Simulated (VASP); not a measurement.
# MoS2 (C2/m) in VASP: single point with PBE+D3(BJ)

Aim: the single point of MoS2 with PBE+D3(BJ).

Program: VASP 6.6.1. These are calculated values, not measurements. Logs are shortened: lines on timing, memory, paths and dates and some standing lists are left out, and cuts for length are marked.

### Step 1. The cell of the first run

The structure is monoclinic, space group C2/m (No. 12). Conventional cell: a = 5.429 Å, b = 3.134 Å, c = 6.224 Å, α = 90.00°, β = 106.90°, γ = 90.00°. Mo (site symmetry 2/m) has 6 S at 2.32 to 2.47 Å and 6 Mo at 3.13 Å within 3.2 Å. S (site symmetry m) has 3 Mo at 2.32 to 2.47 Å and 7 S at 3.13 to 3.15 Å within 3.2 Å.

### Step 2. Single point, PBE+D3(BJ) (atoms displaced along a vibrational mode)

INCAR

```
  PREC = Accurate
  ENCUT = 520
  EDIFF = 1E-6
  ISMEAR = 0
  SIGMA = 0.15
  LREAL = False
  LASPH = True
  NELM = 80
  ALGO = Normal
  ISIF = 2
  LWAVE = False
  LCHARG = False
  GGA = PE
  IVDW = 12
  NBANDS = 20
```

KPOINTS

```
Automatic mesh
0
Gamma
  15 15 15
```

POSCAR

```
MoS2
1.0
    1.5671157387      0.9047746936      5.9549887142
   -1.5671157387      0.9047746936      5.9549887142
    0.0000000000     -1.8095493872      5.9549887142
Mo S
1 2
Direct
    0.0000000000      0.0000000000      0.0000000000
    0.7812385173      0.7812385173      0.7066343087
    0.2187614827      0.2187614827      0.2933656913
```

Potentials or basis: VASP PAW PBE potentials, release 64 (Mo_sv, S).

Launch:

```
$ cat potpaw_PBE.64/Mo_sv/POTCAR potpaw_PBE.64/S/POTCAR > POTCAR
$ mpirun -np 1 vasp_std > vasp.out
```

OUTCAR:

```text
PREC = Accurate
   ENCUT = 520
   EDIFF = 1E-6
   ISMEAR = 0
   LREAL = False
   LASPH = True
   NELM = 80
   ISIF = 2
   GGA = PE
   IVDW = 12
 IVDW          = 12

 ion  position               nearest neighbor table
   1  0.000  0.000  0.000-   2 2.32   3 2.32   2 2.47   2 2.47   3 2.47   3 2.47
   2  0.781  0.781  0.707-   1 2.32   1 2.47   1 2.47
   3  0.219  0.219  0.293-   1 2.32   1 2.47   1 2.47

  LATTYP: Found a trigonal (rhomboedric) cell.
 ALAT       =     6.2238540769
 COS(alpha) =     0.8732017275

  Lattice vectors:

 A1 = (   1.5671157387,   0.9047746936,   5.9549887142)
 A2 = (  -1.5671157387,   0.9047746936,   5.9549887142)
 A3 = (   0.0000000000,  -1.8095493872,   5.9549887142)

Analysis of symmetry for initial positions (statically):
=====================================================================
 Subroutine PRICEL returns:
 Original cell was already a primitive cell.

 Routine SETGRP: Setting up the symmetry group for a
 trigonal (rhombohedral) supercell.

 Subroutine GETGRP returns: Found  4 space group operations
 (whereof  4 operations were pure point group operations)
 out of a pool of 12 trial point group operations.

The static configuration has the point symmetry C_2h.

Analysis of symmetry for dynamics (positions and initial velocities):
=====================================================================
 Subroutine PRICEL returns:
 Original cell was already a primitive cell.

 Routine SETGRP: Setting up the symmetry group for a
 trigonal (rhombohedral) supercell.

 Subroutine GETGRP returns: Found  4 space group operations
 (whereof  4 operations were pure point group operations)
 out of a pool of 12 trial point group operations.

The dynamic configuration has the point symmetry C_2h.

 Subroutine INISYM returns: Found  4 space group operations
 (whereof  4 operations are pure point group operations),
 and found     1 'primitive' translations

----------------------------------------------------------------------------------------

                                     Primitive cell

  volume of cell :      50.6610

  direct lattice vectors                    reciprocal lattice vectors
     1.567115739  0.904774694  5.954988714     0.319057481  0.184207923  0.055975477
    -1.567115739  0.904774694  5.954988714    -0.319057481  0.184207923  0.055975477
     0.000000000 -1.809549387  5.954988714     0.000000000 -0.368415845  0.055975477

  length of vectors
     6.223854077  6.223854077  6.223854077     0.372643917  0.372643917  0.372643917

  position of ions in fractional coordinates (direct lattice)
     0.000000000  0.000000000  0.000000000
     0.781238517  0.781238517  0.706634309
     0.218761483  0.218761483  0.293365691

  ion indices of the primitive-cell ions
   primitive index   ion index
                 1           1
                 2           2
                 3           3

----------------------------------------------------------------------------------------

 KPOINTS: Automatic mesh

Automatic generation of k-mesh.
 Grid dimensions read from file:
 generate k-points for:   15   15   15

 Generating k-lattice:

  Cartesian coordinates                     Fractional coordinates (reciprocal lattice)
     0.021270499  0.012280528  0.003731698     0.066666667  0.000000000  0.000000000
    -0.021270499  0.012280528  0.003731698     0.000000000  0.066666667  0.000000000
     0.000000000 -0.024561056  0.003731698     0.000000000  0.000000000  0.066666667

  Length of vectors
     0.024842928  0.024842928  0.024842928

  Shift w.r.t. Gamma in fractional coordinates (k-lattice)
     0.000000000  0.000000000  0.000000000

 Subroutine IBZKPT returns following result:
 ===========================================

 Found    904 irreducible k-points:

 Following reciprocal coordinates:
            Coordinates               Weight
  0.000000  0.000000  0.000000      1.000000
  0.066667  0.000000  0.000000      4.000000
  0.000000  0.000000  0.066667      2.000000
  0.133333  0.000000  0.000000      4.000000
  0.000000  0.000000  0.133333      2.000000
  0.200000  0.000000  0.000000      4.000000
[... 16 lines left out ...]
  0.066667  0.000000  0.200000      4.000000
  0.266667  0.066667  0.000000      4.000000
 [... further k-points ...]
   k-points           NKPTS =    904   k-points in BZ     NKDIM =    904   number of bands    NBANDS=     20
   number of dos      NEDOS =    301   number of ions     NIONS =      3
   total plane-waves  NPLWV = 110592
   dimension x,y,z NGX =    48 NGY =   48 NGZ =   48
   dimension x,y,z NGXF=    96 NGYF=   96 NGZF=   96
   ions per type =               1   2
   NGX,Y,Z   is equivalent  to a cutoff of  12.82, 12.82, 12.82 a.u.
   NGXF,Y,Z  is equivalent  to a cutoff of  25.64, 25.64, 25.64 a.u.
 SYSTEM =  unknown system
   PREC   = accura    normal or accurate (medium, high low for compatibility)
   ISTART =      0    job   : 0-new  1-cont  2-samecut
   ICHARG =      2    charge: 1-file 2-atom 10-const
   ISPIN  =      1    spin polarized calculation?
   LNONCOLLINEAR =      F non collinear calculations
   LSORBIT =      F    spin-orbit coupling
   LASPH  =      T    aspherical Exc in radial PAW
   ENCUT  =  520.0 eV  38.22 Ry    6.18 a.u.  11.57 11.57 11.57*2*pi/ulx,y,z
   NELM   =     80;   NELMIN=  2; NELMDL= -5     # of ELM steps
   EDIFF  = 0.1E-05   stopping-criterion for ELM
   LREAL  =      F    real-space projection
   EDIFFG = 0.1E-04   stopping-criterion for IOM
   NSW    =      0    number of steps for IOM
   IBRION =     -1    ionic relax: 0-MD 1-quasi-New 2-CG
   NFREE  =      0    steps in history (QN), initial steepest desc. (CG)
   ISIF   =      2    stress and relaxation
   ISYM   =      2    0-nonsym 1-usesym 2-fastsym
   POTIM  = 0.5000    time-step for ionic-motion
   TEBEG  =    0.0;   TEEND  =   0.0 temperature during run
   PSTRESS=    0.0 pullay stress
   NELECT =      26.0000    total number of electrons
   NUPDOWN=      -1.0000    fix difference up-down
   EMIN   =  10.00;   EMAX   =-10.00  energy-range for DOS
   EFERMI =   0.00;   METHOD = LEGACY
   ISMEAR =     0;   SIGMA  =   0.15  broadening in eV -4-tet -1-fermi 0-gaus
   EFERMI_NEDOS =   21; number of points for ismear=-14 and -15
   IALGO  =     38    algorithm
   IMIX   =      4    mixing-type and parameters
     AMIX     =   0.40;   BMIX     =  1.00
     AMIX_MAG =   1.60;   BMIX_MAG =  1.00
  volume/ion in A,a.u.               =      16.89       113.96
  Fermi-wavevector in a.u.,A,eV,Ry     =   1.310714  2.476891 23.374428  1.717972
  Thomas-Fermi vector in A             =   2.441226
   LORBIT       =      0    0 simple, 1 ext, 2 COOP (PROOUT), +10 PAW based schemes
   GGA     = PE    functional components
   LHFCALC =     F    Hartree Fock is set to
   AEXX    =    0.0000 exact exchange contribution
   IVDW    =    12    specifies the selected vdW correction
   LEPSILON=     F    determine dielectric tensor
   LRPA    =     F    only Hartree local field effects (RPA)
 non-spin polarized calculation
 Gauss-broadening in eV      SIGMA  =   0.15
  energy-cutoff  :      520.00
  volume of cell :       50.66
 maximum number of plane-waves:      1385
   NGX = 23   NGY = 23   NGZ = 23

 number of electron      26.0000001 magnetization

 Free energy of the ion-electron system (eV)
  ---------------------------------------------------
  ext. energy  EPLUGINS =         0.00000000
  ---------------------------------------------------
  free energy    TOTEN  =       -20.79239149 eV

  energy without entropy =      -20.78119989  energy(sigma->0) =      -20.78679569

 E-fermi :   8.4020     XC(G=0): -11.2166

 val. band max:        8.4008936445   @ k =  -0.2667   0.4667   0.2667
 cond. band min:       8.4027987665   @ k =   0.4000  -0.3333  -0.4667
 fundamental gap:      0.0019051220
 Fermi energy:         8.4019948196

 k-point     1 :       0.0000    0.0000    0.0000
  band No.  band energies     occupation
      1     -53.2871      2.00000
      2     -27.4084      2.00000
      3     -27.2683      2.00000
      4     -27.1793      2.00000
      5      -6.8534      2.00000
      6      -5.0963      2.00000
[... 12 lines left out ...]
     19      15.5073      0.00000
     20      18.0570      0.00000

 k-point     2 :       0.0667    0.0000    0.0000
  band No.  band energies     occupation
      1     -53.2852      2.00000
      2     -27.4059      2.00000
      3     -27.2758      2.00000
      4     -27.1937      2.00000
      5      -6.7806      2.00000
      6      -5.0754      2.00000
[... 12 lines left out ...]
     19      15.7362      0.00000
     20      17.7619      0.00000

 k-point     3 :       0.0000    0.0000    0.0667
  band No.  band energies     occupation
      1     -53.2851      2.00000
      2     -27.4065      2.00000
      3     -27.2856      2.00000
      4     -27.1837      2.00000
      5      -6.7751      2.00000
      6      -5.0864      2.00000
[... 12 lines left out ...]
     19      15.7905      0.00000
     20      17.7798      0.00000

 k-point     4 :       0.1333    0.0000    0.0000
  band No.  band energies     occupation
      1     -53.2797      2.00000
      2     -27.4009      2.00000
      3     -27.3011      2.00000
      4     -27.2279      2.00000
      5      -6.5695      2.00000
      6      -5.0124      2.00000
[... 12 lines left out ...]
     19      16.1641      0.00000
     20      17.5431      0.00000

 k-point     5 :       0.0000    0.0000    0.1333
  band No.  band energies     occupation
      1     -53.2795      2.00000
      2     -27.4075      2.00000
      3     -27.3280      2.00000
      4     -27.1961      2.00000
      5      -6.5462      2.00000
      6      -5.0569      2.00000
[... 12 lines left out ...]
     19      16.3385      0.00000
     20      17.5049      0.00000

 k-point     6 :       0.2000    0.0000    0.0000
  band No.  band energies     occupation
      1     -53.2715      2.00000
      2     -27.4087      2.00000
      3     -27.3397      2.00000
      4     -27.2610      2.00000
      5      -6.2437      2.00000
      6      -4.9050      2.00000
[... 12 lines left out ...]
     19      16.4046      0.00000
     20      18.0219      0.00000

 k-point     7 :       0.0000    0.0000    0.2000
  band No.  band energies     occupation
      1     -53.2712      2.00000
      2     -27.4483      2.00000
      3     -27.3504      2.00000
      4     -27.2143      2.00000
      5      -6.1858      2.00000
      6      -5.0079      2.00000
[... 12 lines left out ...]
     19      16.7844      0.00000
     20      17.8324      0.00000
[... 277 lines left out ...]
 k-point    20 :       0.0667    0.0000    0.1333
  band No.  band energies     occupation
      1     -53.2814      2.00000
      2     -27.4044      2.00000
      3     -27.3091      2.00000
      4     -27.1998      2.00000
      5      -6.6162      2.00000
      6      -5.0748      2.00000
[... 12 lines left out ...]
     19      16.2243      0.00000
     20      17.5193      0.00000

 k-point    21 :       0.2000    0.0667    0.0000
  band No.  band energies     occupation
      1     -53.2745      2.00000
      2     -27.4115      2.00000
      3     -27.3381      2.00000
      4     -27.2309      2.00000
      5      -6.3483      2.00000
      6      -4.9873      2.00000
[... 12 lines left out ...]
     19      16.4367      0.00000
     20      17.5954      0.00000

 k-point    22 :      -0.2000   -0.0000   -0.0667
  band No.  band energies     occupation
      1     -53.2747      2.00000
      2     -27.3951      2.00000
      3     -27.3076      2.00000
      4     -27.2761      2.00000
      5      -6.3622      2.00000
      6      -4.9566      2.00000
[... 12 lines left out ...]
     19      16.3999      0.00000
     20      17.5950      0.00000

 k-point    23 :       0.0667    0.0000    0.2000
  band No.  band energies     occupation
      1     -53.2744      2.00000
      2     -27.4224      2.00000
      3     -27.3457      2.00000
      4     -27.2137      2.00000
      5      -6.3172      2.00000
      6      -5.0401      2.00000
[... 12 lines left out ...]
     19      16.6484      0.00000
     20      17.5467      0.00000

 k-point    24 :       0.2667    0.0667    0.0000
  band No.  band energies     occupation
      1     -53.2658      2.00000
      2     -27.4547      2.00000
      3     -27.3462      2.00000
      4     -27.2645      2.00000
      5      -5.9847      2.00000
      6      -4.8562      2.00000
[... 12 lines left out ...]
     19      16.4859      0.00000
     20      18.2185      0.00000

 [... further k-points ...]

------------------------ aborting loop because EDIFF is reached ----------------------------------------

 Edisp (eV)   -1.34938

 E8    (eV) :    -0.5447

  FORCE on cell =-STRESS in cart. coord.  units (eV):
  Direction    XX          YY          ZZ          XY          YZ          ZX
  --------------------------------------------------------------------------------------
  -------------------------------------------------------------------------------------
  Total      -1.13223     1.62987     0.63939     0.00000    -3.63806     0.00000
  in kB     -35.80736    51.54527    20.22109     0.00000  -115.05520     0.00000
  external pressure =       11.99 kB  Pullay stress =        0.00 kB

 VOLUME and BASIS-vectors are now :
 -----------------------------------------------------------------------------
  energy-cutoff  :      520.00
  volume of cell :       50.66
      direct lattice vectors                 reciprocal lattice vectors
     1.567115739  0.904774694  5.954988714     0.319057481  0.184207923  0.055975477
    -1.567115739  0.904774694  5.954988714    -0.319057481  0.184207923  0.055975477
     0.000000000 -1.809549387  5.954988714     0.000000000 -0.368415845  0.055975477

 POSITION                                       TOTAL-FORCE (eV/Angst)
 -----------------------------------------------------------------------------------
      0.00000      0.00000      0.00000         0.000000      0.000000      0.000000
      0.00000      0.13500     13.51253         0.000000     -1.220176      0.187612
      0.00000     -0.13500      4.35243         0.000000      1.220176     -0.187612
 -----------------------------------------------------------------------------------
    total drift:                               -0.000000     -0.000000      0.000000

  FREE ENERGIE OF THE ION-ELECTRON SYSTEM (eV)
  ---------------------------------------------------
  free  energy   TOTEN  =       -22.1417743426 eV

  energy  without entropy=      -22.1305827479  energy(sigma->0) =      -22.13617855
```

It took 63 min on 1 thread of Intel Xeon 8259CL, shared host; peak memory 0.99 GiB.

Results:

| Property | Result |
| --- | --- |
| Free energy | -22.1418 eV |
| Pressure | 1.2 GPa |
| Largest force | 1.235 eV/Å |
| Band gap on the k mesh | zero (bands 13 and 14 overlap by 0.45 eV) |
| Dispersion energy per atom | -0.450 eV |

Forces on the atoms (eV/Å):
```
Mo   0.000  0.000  0.000
S    0.000 -1.220  0.188
S    0.000  1.220 -0.188
```

Caveat: the cell differs from its parent crystal (atoms displaced along a vibrational mode); the stress differs along the axes, from -4 to 5 GPa; forces of over 1 eV/Å act on the atoms, so gaps and moduli don't describe the material at rest.
